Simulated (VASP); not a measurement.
Runs of VASP 6.6.1 on SnSe. The structure is that of space group Pmmn (No. 59), or close to it. The cells are those of the table. 

| cell | gap on the mesh (eV) | largest force (eV/Å) |
| --- | --- | --- |
| a = 4.557, b = 3.823, c = 10.980 Å, 4 atoms | 0.29 | 0.07 |
| a = 4.452, b = 3.928, c = 10.980 Å, 4 atoms | 0.63 | 0.03 |
| a = 4.347, b = 4.033, c = 10.980 Å, 4 atoms | (a) | 0.01 |
| a = 3.980, b = 4.399, c = 10.980 Å, 4 atoms | 0.81 | 0.01 |
| a = 3.771, b = 4.609, c = 10.980 Å, 4 atoms | (b) | 0.09 |
| a = 4.504, b = 3.876, c = 10.980 Å, 4 atoms | 0.46 | 0.05 |

Alike in all rows: task single point; level LDA; potentials or basis VASP PAW LDA potentials, release 64 (Sn_d, Se); no spin polarisation; k mesh 6 × 6 × 4; cutoff (eV) 500; smearing gaussian 0.05 eV.

**Question.** Fill in the values left out.

**Answer.** (a) 1.00; (b) 0.14.

Caveats: spin-orbit coupling is left out, which moves the levels of the heavy elements.

A k mesh can miss the band edges, and the runs leave out spin-orbit coupling on Se, Sn.
